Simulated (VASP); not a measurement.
A run of VASP 6.6.1:

The input POSCAR:

```
CaSe
1.0
    0.0000000000      2.9560000000      2.9560000000
    2.9560000000      0.0000000000      2.9560000000
    2.9560000000      2.9560000000      0.0000000000
Ca Se
1 1
Direct
    0.0000000000      0.0000000000      0.0000000000
    0.5000000000      0.5000000000      0.5000000000
```

Contents of INCAR.step1:

```
  ALGO = Normal
  EDIFF = 1E-4
  ENCUT = 600
  GGA = PE
  ISMEAR = -1
  LASPH = True
  LCHARG = False
  LREAL = False
  LWAVE = True
  NELM = 100
  PREC = Accurate
  SIGMA = 0.02
```

INCAR.step2

```
  ALGO = Normal
  EDIFF = 1E-6
  EDIFFG = -0.01
  ENCUT = 600
  IBRION = 2
  ISIF = 3
  ISMEAR = -1
  ISTART = 1
  LASPH = True
  LCHARG = False
  LMIXTAU = True
  LREAL = False
  LWAVE = False
  METAGGA = R2SCAN
  NELM = 100
  NSW = 80
  PREC = Accurate
  SIGMA = 0.02
```

The input KPOINTS:

```
k-points
0
Gamma
  8 8 8
```

Potentials or basis: VASP PAW PBE potentials, release 64 (Ca_sv, Se).

Command:

```sh
$ cat potpaw_PBE.64/Ca_sv/POTCAR potpaw_PBE.64/Se/POTCAR > POTCAR
$ cp INCAR.step1 INCAR
$ mpirun -np 1 vasp_std > vasp.out
$ cp INCAR.step2 INCAR
$ mpirun -np 1 vasp_std > vasp.out
```

Hardware: 1 thread of AMD EPYC 9R45 96-Core Processor (Zen 5) (shared host).

Q: Estimate the wall time of this run.

A: Wall time 3 min on 1 thread of AMD EPYC 9R45 96-Core Processor (Zen 5), with other jobs on the host, peak memory 0.21 GiB. Counts: k points 29, ion steps 3.
